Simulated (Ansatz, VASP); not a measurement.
## Ge: VASP beside Ansatz

```xyz
4
Lattice="3.9807 0.0000 0.0000 -1.9903 3.4474 0.0000 0.0000 0.0000 6.5540" Properties=species:S:1:pos:R:3 pbc="T T T"
Ge    1.9903    1.1491    0.4114
Ge    0.0000    2.2982    3.6884
Ge    1.9903    1.1491    2.8656
Ge    0.0000    2.2982    6.1426
```

Change from the starting cell: volume scaled by 0.985, atoms relaxed by PAW.

Alike in both runs: functional PBEsol; k mesh 8 × 8 × 4; occupations fermi-dirac, width 0.1 eV; no spin polarisation.

Ansatz relaxed the structure, and its values are those at the end. VASP's run is a single point on that final structure, the one shown.

|  | VASP | Ansatz |
| --- | --- | --- |
| version | VASP 6.6.1 | Ansatz 0.2.0 |
| potentials or method | VASP PAW PBE potentials, release 64 (Ge_d) | PAW with Ansatz's default frozen-core files, scalar-relativistic |
| plane-wave cutoff (eV) | 520 | 420 |
| valence electrons in the cell | 56 | 56 |

VASP gave:

| Property | Result |
| --- | --- |
| pressure (GPa) | 0.9 |

**Question.** Which values does Ansatz return?

**Answer.** Pressure (GPa): 1.0.

VASP's potentials were made for PBE, not for PBEsol. Ansatz's warnings: stress scf threshold loose.
